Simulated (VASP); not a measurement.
# TiO2 (I4_1/amd) in VASP: further runs, part 2 of 2

VASP 6.6.1. Earlier steps stand in the parts before.

## (4) Single point, PBE

This run uses another cell than the first one, of 11.40 Å³/atom.

Input file INCAR:

```
SYSTEM = TiO2
ALGO = Normal
EDIFF = 1E-7
ENCUT = 520
GGA = PE
ISIF = 2
ISMEAR = -1
LASPH = .TRUE.
LCHARG = .TRUE.
LELF = .TRUE.
LREAL = .FALSE.
LVHAR = .TRUE.
LWAVE = .FALSE.
NBANDS = 33
NELM = 80
PREC = Accurate
SIGMA = 0.02
```

Input file KPOINTS:

```
k-points
0
G
  10 10 10
  0 0 0
```

Input file POSCAR:

```
TiO2
1.0
   -1.8888985843      1.8888985843      4.7916842953
    1.8888985843     -1.8888985843      4.7916842953
    1.8888985843      1.8888985843     -4.7916842953
Ti O
2 4
Direct
    0.7500000000      0.2500000000      0.5000000000
    0.0000000000      0.0000000000      0.0000000000
    0.5427126158      0.0427126158      0.5000000000
    0.7927126158      0.7927126158      0.0000000000
    0.2072873842      0.2072873842      0.0000000000
    0.9572873842      0.4572873842      0.5000000000
```

Potentials or basis: VASP PAW PBE potentials, release 64 (Ti_sv, O).

On the command line:

```
$ cat potpaw_PBE.64/Ti_sv/POTCAR potpaw_PBE.64/O/POTCAR > POTCAR
$ mpirun -np 1 vasp_std > vasp.out
```

OUTCAR:

```text
SYSTEM = TiO2
   EDIFF = 1E-7
   ENCUT = 520
   GGA = PE
   ISIF = 2
   ISMEAR = -1
   LASPH = .TRUE.
   LREAL = .FALSE.
   NELM = 80
   PREC = Accurate

 ion  position               nearest neighbor table
   1  0.750  0.250  0.500-   5 1.93   4 1.93   4 1.93   5 1.93   3 1.99   6 1.99
   2  0.000  0.000  0.000-   6 1.93   3 1.93   3 1.93   6 1.93   5 1.99   4 1.99
   3  0.543  0.043  0.500-   2 1.93   2 1.93   1 1.99
   4  0.793  0.793  0.000-   1 1.93   1 1.93   2 1.99
   5  0.207  0.207  0.000-   1 1.93   1 1.93   2 1.99
   6  0.957  0.457  0.500-   2 1.93   2 1.93   1 1.99

  LATTYP: Found a body centered tetragonal cell.
 ALAT       =     3.7777971686
 C/A-ratio  =     2.5367610178

  Lattice vectors:

 A1 = (  -1.8888985843,   1.8888985843,   4.7916842953)
 A2 = (   1.8888985843,  -1.8888985843,   4.7916842953)
 A3 = (   1.8888985843,   1.8888985843,  -4.7916842953)

Analysis of symmetry for initial positions (statically):
=====================================================================
 Subroutine PRICEL returns:
 Original cell was already a primitive cell.

 Routine SETGRP: Setting up the symmetry group for a
 body centered tetragonal supercell.

 Subroutine GETGRP returns: Found 16 space group operations
 (whereof  8 operations were pure point group operations)
 out of a pool of 16 trial point group operations.

The static configuration has the point symmetry D_2d.
 The point group associated with its full space group is D_4h.

Analysis of symmetry for dynamics (positions and initial velocities):
=====================================================================
 Subroutine PRICEL returns:
 Original cell was already a primitive cell.

 Routine SETGRP: Setting up the symmetry group for a
 body centered tetragonal supercell.

[... 126 lines left out ...]
   EMIN   =  10.00;   EMAX   =-10.00  energy-range for DOS
   EFERMI =   0.00;   METHOD = LEGACY
   ISMEAR =    -1;   SIGMA  =   0.02  broadening in eV -4-tet -1-fermi 0-gaus
   EFERMI_NEDOS =   21; number of points for ismear=-14 and -15
   IALGO  =     38    algorithm
   IMIX   =      4    mixing-type and parameters
     AMIX     =   0.40;   BMIX     =  1.00
     AMIX_MAG =   1.60;   BMIX_MAG =  1.00
  volume/ion in A,a.u.               =      11.40        76.91
  Fermi-wavevector in a.u.,A,eV,Ry     =   1.454901  2.749364 28.799951  2.116737
  Thomas-Fermi vector in A             =   2.571998
   LORBIT       =      0    0 simple, 1 ext, 2 COOP (PROOUT), +10 PAW based schemes
   GGA     = PE    functional components
   LHFCALC =     F    Hartree Fock is set to
   AEXX    =    0.0000 exact exchange contribution
   IVDW    =     0    specifies the selected vdW correction
   LEPSILON=     F    determine dielectric tensor
   LRPA    =     F    only Hartree local field effects (RPA)
 non-spin polarized calculation
  energy-cutoff  :      520.00
  volume of cell :       68.39
 maximum number of plane-waves:      1858
 NGX is ok and might be reduce to    42
   NGX = 21   NGY = 21   NGZ = 21

 number of electron      47.9999993 magnetization

 Free energy of the ion-electron system (eV)
  ---------------------------------------------------
  ext. energy  EPLUGINS =         0.00000000
  ---------------------------------------------------
  free energy    TOTEN  =       -53.83407258 eV

  energy without entropy =      -53.83407258  energy(sigma->0) =      -53.83407258

 E-fermi :   3.7562     XC(G=0): -10.7140

 val. band max:        3.3546852162   @ k =  -0.4000   0.4000   0.0000
 cond. band min:       5.4910617597   @ k =   0.0000   0.0000   0.0000
 fundamental gap:      2.1363765435
 Fermi energy:         3.7562487934

 k-point     1 :       0.0000    0.0000    0.0000
  band No.  band energies     occupation
      1     -53.0271      2.00000
      2     -52.9690      2.00000
      3     -29.4880      2.00000
      4     -29.2507      2.00000
      5     -29.2507      2.00000
      6     -29.1820      2.00000
[... 853 lines left out ...]
     32       9.8398      0.00000
     33      10.7348      0.00000

 [... further k-points ...]
[... 5 lines left out ...]
  --------------------------------------------------------------------------------------
  -------------------------------------------------------------------------------------
  Total        2.2189271      2.2189271      2.4293458      0.0000000      0.0000000      0.0000000
  in kB       51.9862090     51.9862090     56.9160096      0.0000000      0.0000000      0.0000000
  external PRESSURE =      53.6294759 kB  Pullay stress =       0.0000000 kB

 VOLUME and BASIS-vectors are now :
 -----------------------------------------------------------------------------
  energy-cutoff  :      520.00
  volume of cell :       68.39
      direct lattice vectors                 reciprocal lattice vectors
    -1.888898584  1.888898584  4.791684295     0.000000000  0.264704524  0.104347442
     1.888898584 -1.888898584  4.791684295     0.264704524  0.000000000  0.104347442
     1.888898584  1.888898584 -4.791684295     0.264704524  0.264704524  0.000000000

 POSITION                                       TOTAL-FORCE (eV/Angst)
 -----------------------------------------------------------------------------------
     -0.00000      1.88890      2.39584        -0.000000     -0.000000      0.000000
      0.00000      0.00000      0.00000        -0.000000     -0.000000      0.000000
      0.00000      1.88890      0.40933        -0.000000      0.000000     -0.106555
      0.00000      0.00000      7.59686         0.000000     -0.000000     -0.106555
      0.00000      0.00000      1.98651         0.000000     -0.000000      0.106555
     -0.00000      1.88890      4.38235        -0.000000      0.000000      0.106555
 -----------------------------------------------------------------------------------
    total drift:                               -0.000000      0.000000     -0.000000

  FREE ENERGIE OF THE ION-ELECTRON SYSTEM (eV)
  ---------------------------------------------------
  free  energy   TOTEN  =       -53.8340725751 eV

  energy  without entropy=      -53.8340725751  energy(sigma->0) =      -53.83407258
```

It took 10 min on 1 thread of Intel Xeon 8259CL, shared host; peak memory 0.38 GiB.

What came out:

| Quantity | Value |
| --- | --- |
| Free energy | -53.8341 eV |
| Pressure | 5.4 GPa |
| Largest force | 0.107 eV/Å |
| Band gap on the k mesh | 2.14 eV (least direct gap 2.45 eV) |

Forces in eV/Å, atoms in the order of the input:
```
Ti   0.000  0.000  0.000
Ti   0.000  0.000  0.000
O    0.000  0.000 -0.107
O    0.000  0.000 -0.107
O    0.000  0.000  0.107
O    0.000  0.000  0.107
```

Caveat: the cell stands under pressure. A k mesh can miss the band edges.

## (5) Overview

| level | cell | k mesh | gap on the mesh (eV) | pressure (GPa) | largest force (eV/Å) |
| --- | --- | --- | --- | --- | --- |
| PBE | a = 5.545 Å, angles 139.9, 139.9, 57.9°, 6 atoms, atomic positions A | 8 × 8 × 8 | 2.14 | 0.7 | 0.02 |
| r2SCAN | a = 5.486 Å, angles 139.7, 139.7, 58.3°, 6 atoms, atomic positions B | 8 × 8 × 8 | 2.59 | 1.2 | 0.03 |
| PBE | a = 5.486 Å, angles 139.7, 139.7, 58.3°, 6 atoms, atomic positions B | 10 × 10 × 10 | 2.14 | 5.4 | 0.11 |

Alike in all rows: task single point; potentials or basis VASP PAW PBE potentials, release 64 (Ti_sv, O); no spin polarisation; cutoff (eV) 520; smearing fermi-dirac 0.02 eV.

Caveats: the PAW data sets were made with another functional, which shifts forces and pressure a little (at least some runs); the cell stands under pressure (at least some runs).

Absolute energies hang on the potentials; compare differences alone.
